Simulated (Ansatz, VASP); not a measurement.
**One calculation of NaI, two programs**

```xyz
2
Lattice="0.0000 3.4284 3.5432 3.4284 0.0000 3.5432 3.4284 3.4284 0.0000" Properties=species:S:1:pos:R:3 pbc="T T T"
Na    0.0000    0.0000    0.0000
I     1.7142    1.7142    1.7716
```

Change from the starting cell: biaxial_xy strain -3.2%.

Alike in both runs: task single point; functional PBE; k mesh 6 × 6 × 6; occupations fermi-dirac, width 0.02 eV; no spin polarisation.

|  | VASP | Ansatz |
| --- | --- | --- |
| version | VASP 6.6.1 | Ansatz 0.2.0 |
| potentials or method | VASP PAW PBE potentials, release 64 (Na_pv, I) | plane waves, PAW |
| plane-wave cutoff (eV) | 520 | 420 |
| valence electrons in the cell | 14 | 26 |

```csv
,VASP,Ansatz,Ansatz less VASP
gap on the k mesh at the Fermi level (eV),3.92,3.92,+0.004
pressure (GPa),1.3,1.3,-0.01
```

VASP's potentials hold 14 valence electrons a cell and Ansatz's 26, so a difference there can come from the potentials and not from the codes.

Neither program's run includes spin-orbit coupling.
